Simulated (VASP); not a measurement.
Runs of VASP 6.6.1 on Cu. The structure is that of space group P6_3/mmc (No. 194), or close to it. The cells are those of the table. This isn't the form of Cu at room conditions, which is fcc.

| task | level | cell | k mesh | cutoff (eV) | grid for exact exchange (PRECFOCK) | share of exact exchange | gap on the mesh (eV) | pressure (GPa) |
| --- | --- | --- | --- | --- | --- | --- | --- | --- |
| single point | PBE0 | a = 2.551, b = 2.551, c = 4.140 Å, angles 90.0, 90.0, 120.0°, 2 atoms | 6 × 6 × 4 | 520 | Normal | 0.25 | none | 5.0 |
| single point | PBE0 | a = 2.482, b = 2.482, c = 4.029 Å, angles 90.0, 90.0, 120.0°, 2 atoms | 8 × 8 × 4 | 520 | Normal | 0.25 | none | 18.6 |
| single point | PBE | a = 2.584, b = 2.584, c = 4.193 Å, angles 90.0, 90.0, 120.0°, 2 atoms | 12 × 12 × 7 | 520 | - | - | none | -1.2 |
| single point | PBEsol | a = 2.514, b = 2.514, c = 4.093 Å, angles 90.0, 90.0, 120.0°, 2 atoms | 12 × 12 × 7 | 520 | - | - | none | (a) |
| relaxation of cell and atoms | PBEsol | relaxed from a = 2.534, b = 2.534, c = 4.113 Å, angles 90.0, 90.0, 120.0°, 2 atoms | 12 × 12 × 7 | 600 | - | - | none | 0.0 |

Alike in all rows: potentials or basis VASP PAW PBE potentials, release 64 (Cu); no spin polarisation; smearing fermi-dirac 0.05 eV.

Question: Fill in the values left out.

Answer: (a) 2.7.

Caveats: some runs use coarse meshes; the PAW data sets were made with another functional, which shifts forces and pressure a little (at least some runs).

A gap of «none» marks levels without a gap at the run's occupations.
